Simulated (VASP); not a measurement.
# TeI6 (Pm-3m) in VASP: notebook

Runs on TeI6. Level: PBE. Tasks: single point, relaxation of cell and atoms.

All numbers are computed with VASP 6.6.1; they aren't measurements. Logs are shortened: lines on timing, memory, paths and dates and some standing lists are left out, and cuts for length are marked.

## Step 1: The cell of the first run

The structure is cubic, space group Pm-3m (No. 221). The conventional cell has a = 6.675 Å, b = 6.675 Å, c = 6.675 Å, α = 90.00°, β = 90.00°, γ = 90.00°. Within 4.4 Å of Te (site symmetry m-3m) lie 6 I at 3.34 Å. Within 4.4 Å of I (site symmetry 4/mmm) lie 2 Te at 3.34 Å and 4 I at 3.34 Å. I (site symmetry 4/mmm) has 4 I at 3.34 Å within 4.4 Å.

## Step 2: Single point, PBE

Contents of INCAR:

```
SYSTEM = TeI6
ALGO = Normal
EDIFF = 1E-6
ENCUT = 520
GGA = PE
ISIF = 2
ISMEAR = 0
LASPH = .True.
LCHARG = .False.
LREAL = .False.
LWAVE = .False.
NBANDS = 33
NELM = 100
PREC = Accurate
SIGMA = 0.1
```

Contents of KPOINTS:

```
k-points
0
Gamma
  6 6 6
  0 0 0
```

Contents of POSCAR:

```
TeI6
1.0
    6.6751342732      0.0000000000      0.0000000000
    0.0000000000      6.6751342732      0.0000000000
    0.0000000000      0.0000000000      6.6751342732
Te I
1 6
Direct
    0.5000000000      0.5000000000      0.5000000000
    0.0000000000      0.5000000000      0.5000000000
    0.5000000000      0.0000000000      0.5000000000
    0.5000000000      0.5000000000      0.0000000000
    0.5000000000      0.0000000000      0.0000000000
    0.0000000000      0.5000000000      0.0000000000
    0.0000000000      0.0000000000      0.5000000000
```

Potentials or basis: VASP PAW PBE potentials, release 64 (Te, I).

Started as:

```bash
> cat potpaw_PBE.64/Te/POTCAR potpaw_PBE.64/I/POTCAR > POTCAR
> mpirun -np 1 vasp_std > vasp.out
```

OUTCAR:

```text
SYSTEM = TeI6
   EDIFF = 1E-6
   ENCUT = 520
   GGA = PE
   ISIF = 2
   ISMEAR = 0
   LASPH = .True.
   LREAL = .False.
   NELM = 100
   PREC = Accurate

 ion  position               nearest neighbor table
   1  0.500  0.500  0.500-   2 3.34   3 3.34   4 3.34   4 3.34   3 3.34   2 3.34
   2  0.000  0.500  0.500-   1 3.34   6 3.34   7 3.34   6 3.34   7 3.34   1 3.34
   3  0.500  0.000  0.500-   1 3.34   5 3.34   7 3.34   5 3.34   1 3.34   7 3.34
   4  0.500  0.500  0.000-   1 3.34   5 3.34   6 3.34   1 3.34   5 3.34   6 3.34
   5  0.500  0.000  0.000-   3 3.34   4 3.34   3 3.34   4 3.34
   6  0.000  0.500  0.000-   2 3.34   4 3.34   2 3.34   4 3.34
   7  0.000  0.000  0.500-   2 3.34   3 3.34   2 3.34   3 3.34

  LATTYP: Found a simple cubic cell.
 ALAT       =     6.6751342732

  Lattice vectors:

 A1 = (   6.6751342732,   0.0000000000,   0.0000000000)
 A2 = (   0.0000000000,   6.6751342732,   0.0000000000)
 A3 = (   0.0000000000,   0.0000000000,   6.6751342732)

Analysis of symmetry for initial positions (statically):
=====================================================================
 Subroutine PRICEL returns:
 Original cell was already a primitive cell.

 Routine SETGRP: Setting up the symmetry group for a
 simple cubic supercell.

 Subroutine GETGRP returns: Found 48 space group operations
 (whereof 48 operations were pure point group operations)
 out of a pool of 48 trial point group operations.

The static configuration has the point symmetry O_h .

Analysis of symmetry for dynamics (positions and initial velocities):
=====================================================================
 Subroutine PRICEL returns:
 Original cell was already a primitive cell.

 Routine SETGRP: Setting up the symmetry group for a
 simple cubic supercell.

 Subroutine GETGRP returns: Found 48 space group operations
 (whereof 48 operations were pure point group operations)
 out of a pool of 48 trial point group operations.

The dynamic configuration has the point symmetry O_h .

 Subroutine INISYM returns: Found 48 space group operations
 (whereof 48 operations are pure point group operations),
 and found     1 'primitive' translations

----------------------------------------------------------------------------------------

                                     Primitive cell

  volume of cell :     297.4267

  direct lattice vectors                    reciprocal lattice vectors
     6.675134273  0.000000000  0.000000000     0.149809721  0.000000000  0.000000000
     0.000000000  6.675134273  0.000000000     0.000000000  0.149809721  0.000000000
     0.000000000  0.000000000  6.675134273     0.000000000  0.000000000  0.149809721

  length of vectors
     6.675134273  6.675134273  6.675134273     0.149809721  0.149809721  0.149809721

  position of ions in fractional coordinates (direct lattice)
     0.500000000  0.500000000  0.500000000
     0.000000000  0.500000000  0.500000000
     0.500000000  0.000000000  0.500000000
     0.500000000  0.500000000  0.000000000
     0.500000000  0.000000000  0.000000000
     0.000000000  0.500000000  0.000000000
     0.000000000  0.000000000  0.500000000

  ion indices of the primitive-cell ions
   primitive index   ion index
                 1           1
                 2           2
                 3           3
                 4           4
                 5           5
                 6           6
                 7           7

----------------------------------------------------------------------------------------

 KPOINTS: k-points

Automatic generation of k-mesh.
 Grid dimensions read from file:
 generate k-points for:    6    6    6

 Generating k-lattice:

  Cartesian coordinates                     Fractional coordinates (reciprocal lattice)
     0.024968287  0.000000000  0.000000000     0.166666667  0.000000000  0.000000000
     0.000000000  0.024968287  0.000000000     0.000000000  0.166666667  0.000000000
     0.000000000  0.000000000  0.024968287     0.000000000  0.000000000  0.166666667

  Length of vectors
     0.024968287  0.024968287  0.024968287

  Shift w.r.t. Gamma in fractional coordinates (k-lattice)
     0.000000000  0.000000000  0.000000000

 Subroutine IBZKPT returns following result:
 ===========================================

 Found     20 irreducible k-points:

 Following reciprocal coordinates:
            Coordinates               Weight
  0.000000  0.000000  0.000000      1.000000
  0.166667  0.000000  0.000000      6.000000
  0.333333  0.000000  0.000000      6.000000
  0.500000  0.000000  0.000000      3.000000
  0.166667  0.166667  0.000000     12.000000
  0.333333  0.166667  0.000000     24.000000
[... 12 lines left out ...]
  0.500000  0.500000  0.333333      6.000000
  0.500000  0.500000  0.500000      1.000000
   k-points           NKPTS =     20   k-points in BZ     NKDIM =     20   number of bands    NBANDS=     33
   number of dos      NEDOS =    301   number of ions     NIONS =      7
   total plane-waves  NPLWV = 125000
   dimension x,y,z NGX =    50 NGY =   50 NGZ =   50
   dimension x,y,z NGXF=   100 NGYF=  100 NGZF=  100
   ions per type =               1   6
   NGX,Y,Z   is equivalent  to a cutoff of  12.45, 12.45, 12.45 a.u.
   NGXF,Y,Z  is equivalent  to a cutoff of  24.91, 24.91, 24.91 a.u.
 SYSTEM =  TeI6
   PREC   = accura    normal or accurate (medium, high low for compatibility)
   ISTART =      0    job   : 0-new  1-cont  2-samecut
   ICHARG =      2    charge: 1-file 2-atom 10-const
   ISPIN  =      1    spin polarized calculation?
   LNONCOLLINEAR =      F non collinear calculations
   LSORBIT =      F    spin-orbit coupling
   LASPH  =      T    aspherical Exc in radial PAW
   ENCUT  =  520.0 eV  38.22 Ry    6.18 a.u.  12.41 12.41 12.41*2*pi/ulx,y,z
   NELM   =    100;   NELMIN=  2; NELMDL= -5     # of ELM steps
   EDIFF  = 0.1E-05   stopping-criterion for ELM
   LREAL  =      F    real-space projection
   EDIFFG = 0.1E-04   stopping-criterion for IOM
   NSW    =      0    number of steps for IOM
   IBRION =     -1    ionic relax: 0-MD 1-quasi-New 2-CG
   NFREE  =      0    steps in history (QN), initial steepest desc. (CG)
   ISIF   =      2    stress and relaxation
   ISYM   =      2    0-nonsym 1-usesym 2-fastsym
   POTIM  = 0.5000    time-step for ionic-motion
   TEBEG  =    0.0;   TEEND  =   0.0 temperature during run
   PSTRESS=    0.0 pullay stress
   NELECT =      48.0000    total number of electrons
   NUPDOWN=      -1.0000    fix difference up-down
   EMIN   =  10.00;   EMAX   =-10.00  energy-range for DOS
   EFERMI =   0.00;   METHOD = LEGACY
   ISMEAR =     0;   SIGMA  =   0.10  broadening in eV -4-tet -1-fermi 0-gaus
   EFERMI_NEDOS =   21; number of points for ismear=-14 and -15
   IALGO  =     38    algorithm
   IMIX   =      4    mixing-type and parameters
     AMIX     =   0.40;   BMIX     =  1.00
     AMIX_MAG =   1.60;   BMIX_MAG =  1.00
  volume/ion in A,a.u.               =      42.49       286.73
  Fermi-wavevector in a.u.,A,eV,Ry     =   0.891310  1.684331 10.808914  0.794433
  Thomas-Fermi vector in A             =   2.013113
   LORBIT       =      0    0 simple, 1 ext, 2 COOP (PROOUT), +10 PAW based schemes
   GGA     = PE    functional components
   LHFCALC =     F    Hartree Fock is set to
   AEXX    =    0.0000 exact exchange contribution
   IVDW    =     0    specifies the selected vdW correction
   LEPSILON=     F    determine dielectric tensor
   LRPA    =     F    only Hartree local field effects (RPA)
 non-spin polarized calculation
 Gauss-broadening in eV      SIGMA  =   0.10
  energy-cutoff  :      520.00
  volume of cell :      297.43
 maximum number of plane-waves:      8121
 NGX is ok and might be reduce to    50
   NGX = 25   NGY = 25   NGZ = 25

 number of electron      48.0000012 magnetization

 Free energy of the ion-electron system (eV)
  ---------------------------------------------------
  ext. energy  EPLUGINS =         0.00000000
  ---------------------------------------------------
  free energy    TOTEN  =       -10.35759632 eV

  energy without entropy =      -10.29908451  energy(sigma->0) =      -10.32834042

 E-fermi :   3.2239     XC(G=0):  -7.9947

 val. band max:        3.2183319740   @ k =   0.3333   0.3333   0.0000
 cond. band min:       3.2328136642   @ k =   0.3333   0.3333   0.1667
 fundamental gap:      0.0144816902
 Fermi energy:         3.2238569072

 k-point     1 :       0.0000    0.0000    0.0000
  band No.  band energies     occupation
      1     -10.6082      2.00000
      2      -9.9064      2.00000
      3      -9.9064      2.00000
      4      -8.6672      2.00000
      5      -8.6672      2.00000
      6      -8.4640      2.00000
[... 25 lines left out ...]
     32       7.8094      0.00000
     33       9.1117      0.00000

 k-point     2 :       0.1667    0.0000    0.0000
  band No.  band energies     occupation
      1     -10.5622      2.00000
      2      -9.9437      2.00000
      3      -9.8628      2.00000
      4      -8.7430      2.00000
      5      -8.6589      2.00000
      6      -8.4953      2.00000
[... 25 lines left out ...]
     32       8.0197      0.00000
     33       8.8762      0.00000

 k-point     3 :       0.3333    0.0000    0.0000
  band No.  band energies     occupation
      1     -10.4368      2.00000
      2     -10.0553      2.00000
      3      -9.7553      2.00000
      4      -8.9128      2.00000
      5      -8.6384      2.00000
      6      -8.5528      2.00000
[... 25 lines left out ...]
     32       8.4521      0.00000
     33       8.5004      0.00000

 k-point     4 :       0.5000    0.0000    0.0000
  band No.  band energies     occupation
      1     -10.3121      2.00000
      2     -10.1750      2.00000
      3      -9.6834      2.00000
      4      -9.0148      2.00000
      5      -8.6239      2.00000
      6      -8.5810      2.00000
[... 25 lines left out ...]
     32       8.7512      0.00000
     33       8.8666      0.00000

 k-point     5 :       0.1667    0.1667    0.0000
  band No.  band energies     occupation
      1     -10.5163      2.00000
      2      -9.9357      2.00000
      3      -9.8616      2.00000
      4      -8.7767      2.00000
      5      -8.6922      2.00000
      6      -8.5297      2.00000
[... 460 lines left out ...]
 k-point    18 :       0.5000    0.3333    0.3333
  band No.  band energies     occupation
      1      -9.9807      2.00000
      2      -9.9302      2.00000
      3      -9.7719      2.00000
      4      -9.0871      2.00000
      5      -8.9434      2.00000
      6      -8.9382      2.00000
[... 25 lines left out ...]
     32       9.5127      0.00000
     33       9.9622      0.00000

 k-point    19 :       0.5000    0.5000    0.3333
  band No.  band energies     occupation
      1      -9.8706      2.00000
      2      -9.8706      2.00000
      3      -9.8202      2.00000
      4      -9.1107      2.00000
      5      -9.0095      2.00000
      6      -9.0095      2.00000
[... 25 lines left out ...]
     32       9.9111      0.00000
     33      10.2984      0.00000

 k-point    20 :       0.5000    0.5000    0.5000
  band No.  band energies     occupation
      1      -9.8002      2.00000
      2      -9.8002      2.00000
      3      -9.8002      2.00000
      4      -9.1104      2.00000
      5      -9.1104      2.00000
      6      -9.1104      2.00000
[... 25 lines left out ...]
     32      10.5936      0.00000
     33      10.6394      0.00000

------------------------ aborting loop because EDIFF is reached ----------------------------------------

  FORCE on cell =-STRESS in cart. coord.  units (eV):
  Direction    XX          YY          ZZ          XY          YZ          ZX
  --------------------------------------------------------------------------------------
  -------------------------------------------------------------------------------------
  Total       -0.0386808     -0.0386808     -0.0386808     -0.0000000     -0.0000000      0.0000000
  in kB       -0.2083659     -0.2083659     -0.2083659     -0.0000000     -0.0000000      0.0000000
  external PRESSURE =      -0.2083659 kB  Pullay stress =       0.0000000 kB

 VOLUME and BASIS-vectors are now :
 -----------------------------------------------------------------------------
  energy-cutoff  :      520.00
  volume of cell :      297.43
      direct lattice vectors                 reciprocal lattice vectors
     6.675134273  0.000000000  0.000000000     0.149809721  0.000000000  0.000000000
     0.000000000  6.675134273  0.000000000     0.000000000  0.149809721  0.000000000
     0.000000000  0.000000000  6.675134273     0.000000000  0.000000000  0.149809721

 POSITION                                       TOTAL-FORCE (eV/Angst)
 -----------------------------------------------------------------------------------
      3.33757      3.33757      3.33757         0.000000      0.000000      0.000000
      0.00000      3.33757      3.33757         0.000000      0.000000      0.000000
      3.33757      0.00000      3.33757         0.000000      0.000000      0.000000
      3.33757      3.33757      0.00000         0.000000      0.000000      0.000000
      3.33757      0.00000      0.00000         0.000000      0.000000      0.000000
      0.00000      3.33757      0.00000         0.000000      0.000000      0.000000
      0.00000      0.00000      3.33757         0.000000      0.000000      0.000000
 -----------------------------------------------------------------------------------
    total drift:                                0.000000      0.000000      0.000000

  FREE ENERGIE OF THE ION-ELECTRON SYSTEM (eV)
  ---------------------------------------------------
  free  energy   TOTEN  =       -10.3575963225 eV

  energy  without entropy=      -10.2990845118  energy(sigma->0) =      -10.32834042
```

It took 2.8 min on 1 thread of AMD EPYC 7R43 (Zen 3), shared host; peak memory 0.4 GiB.

What came out:

- Free energy: -10.3576 eV
- Pressure: 0.0 GPa
- Band gap on the k mesh: zero (band 24 reaches 3.94 eV, above the bottom of band 25 at 1.89 eV)

Caveat: spin-orbit coupling is left out, which moves the levels of the heavy elements.

## Step 3: Relaxation of cell and atoms, PBE

Contents of INCAR:

```
ALGO = Normal ; EDIFF = 1E-7
EDIFFG = -0.01 ; ENCUT = 600
GGA = PE ; IBRION = 2
ISIF = 3 ; ISMEAR = 0
LASPH = True ; LCHARG = False
LREAL = False ; LWAVE = False
NELM = 100 ; NSW = 100
PREC = Accurate ; SIGMA = 0.1
```

Contents of KPOINTS:

```
k-points
0
Gamma
  6 6 6
```

POSCAR is that of step 2.

Potentials or basis: VASP PAW PBE potentials, release 64 (Te, I).

Started as:

```bash
> cat potpaw_PBE.64/Te/POTCAR potpaw_PBE.64/I/POTCAR > POTCAR
> mpirun -np 1 vasp_std > vasp.out
```

It took 3.3 min on 1 thread of AMD EPYC 7R43 (Zen 3), shared host; peak memory 0.44 GiB.

The run converged. Its results:

```yaml
Free_energy: -10.3575 eV
Pressure_after_relaxing: 0.0 GPa
```

Final structure:
```
Te I
1.0
     6.67513    0.00000    0.00000
     0.00000    6.67513    0.00000
     0.00000    0.00000    6.67513
Te I
1 6
Cartesian
  3.3376 3.3376 3.3376
  0.0000 3.3376 3.3376
  3.3376 0.0000 3.3376
  3.3376 3.3376 0.0000
  3.3376 0.0000 0.0000
  0.0000 3.3376 0.0000
  0.0000 0.0000 3.3376
```

Levels at points of the mesh, in eV from the Fermi level:
| k point | band 22 | band 23 | band 24 | band 25 | band 26 | band 27 |
| --- | --- | --- | --- | --- | --- | --- |
| (0.00, 0.00, 0.00) | 0.38 | 0.71 | 0.71 | 0.71 | 1.78 | 1.78 |
| (0.50, 0.00, 0.00) | -0.75 | 0.49 | 0.49 | 0.67 | 0.67 | 1.61 |
| (0.50, 0.50, 0.00) | -1.63 | -1.10 | -1.05 | -1.05 | 0.65 | 0.65 |
| (0.50, 0.50, 0.50) | -2.10 | -2.10 | -1.33 | -1.33 | -1.33 | -1.32 |

Caveat: the relaxation stopped at its first step, so nothing moved; the bands computed are all filled at some k points, so no gap is given; spin-orbit coupling is left out, which moves the levels of the heavy elements.

## Step 4: Single point, PBE

This run uses another cell than the first one, of 43.78 Å³/atom, 1.030 times its volume.

Contents of INCAR:

```
ALGO     = Normal         # electronic algorithm
EDIFF    = 1E-7           # SCF threshold, eV
ENCUT    = 520            # plane-wave cutoff, eV
GGA      = PE             # functional
ISIF     = 2              # what is computed and relaxed
ISMEAR   = 0              # smearing method
LASPH    = T              # aspherical terms in the spheres
LCHARG   = T              # write CHGCAR
LELF     = T              # ELF
LREAL    = F              # projectors in reciprocal space
LVHAR    = T            
LWAVE    = F              # write WAVECAR
NBANDS   = 33             # bands
NELM     = 100            # most SCF steps
PREC     = Accurate       # precision mode
SIGMA    = 0.1            # smearing width, eV
```

Contents of KPOINTS:

```
k-points
0
Gamma
  4 4 4
```

Changes to POSCAR since step 3:

```diff
@@ -2,5 +2,5 @@
 1.0
-    6.6751342732      0.0000000000      0.0000000000
-    0.0000000000      6.6751342732      0.0000000000
-    0.0000000000      0.0000000000      6.6751342732
+    6.7419906700      0.0000000000      0.0000000000
+    0.0000000000      6.7419906700      0.0000000000
+    0.0000000000      0.0000000000      6.7419906700
 Te I
```

Started as:

```bash
> cat potpaw_PBE.64/Te/POTCAR potpaw_PBE.64/I/POTCAR > POTCAR
> mpirun -np 1 vasp_std > vasp.out
```

Wall time 2 min (1 thread of AMD EPYC 7R43 (Zen 3), shared host); peak memory 0.34 GiB.

The run converged. Its results:

| Quantity | Value |
| --- | --- |
| Free energy | -10.3910 eV |
| Pressure | -0.8 GPa |
| Band gap on the k mesh | zero (band 24 reaches 3.64 eV, above the bottom of band 25 at 1.25 eV) |

Levels at points of the mesh, in eV from the Fermi level:
```tsv
k point	band 20	band 21	band 22	band 23	band 24	band 25	band 26	band 27	band 28	band 29
(0.00, 0.00, 0.00)	0.54	0.54	0.54	0.96	0.96	0.96	1.68	1.68	1.68	3.96
(0.50, 0.00, 0.00)	-1.20	-1.20	-0.69	0.67	0.67	0.92	0.92	1.51	1.51	4.23
(0.50, 0.50, 0.00)	-1.40	-1.34	-1.32	-1.13	-1.13	-0.68	0.90	0.90	1.21	6.09
(0.50, 0.50, 0.50)	-1.69	-1.66	-1.66	-1.66	-1.42	-1.42	-1.42	-0.87	-0.87	6.42
```

Caveat: spin-orbit coupling is left out, which moves the levels of the heavy elements.

## Step 5: The runs side by side

| task | cell | k mesh | cutoff (eV) | gap on the mesh (eV) | pressure (GPa) |
| --- | --- | --- | --- | --- | --- |
| single point | a = 6.675 Å, 7 atoms | 6 × 6 × 6 | 520 | none | 0.0 |
| relaxation of cell and atoms | relaxed from a = 6.675 Å, 7 atoms | 6 × 6 × 6 | 600 | - | 0.0 |
| single point | a = 6.742 Å, 7 atoms | 4 × 4 × 4 | 520 | none | -0.8 |

Alike in all rows: level PBE; potentials or basis VASP PAW PBE potentials, release 64 (Te, I); no spin polarisation; smearing gaussian 0.1 eV.

Caveats: spin-orbit coupling is left out, which moves the levels of the heavy elements; the relaxation stopped at its first step, so nothing moved (some runs); the bands computed are all filled at some k points, so no gap is given (some runs).

Total energies depend on the potentials used, so only differences within one code and one set of settings carry meaning.
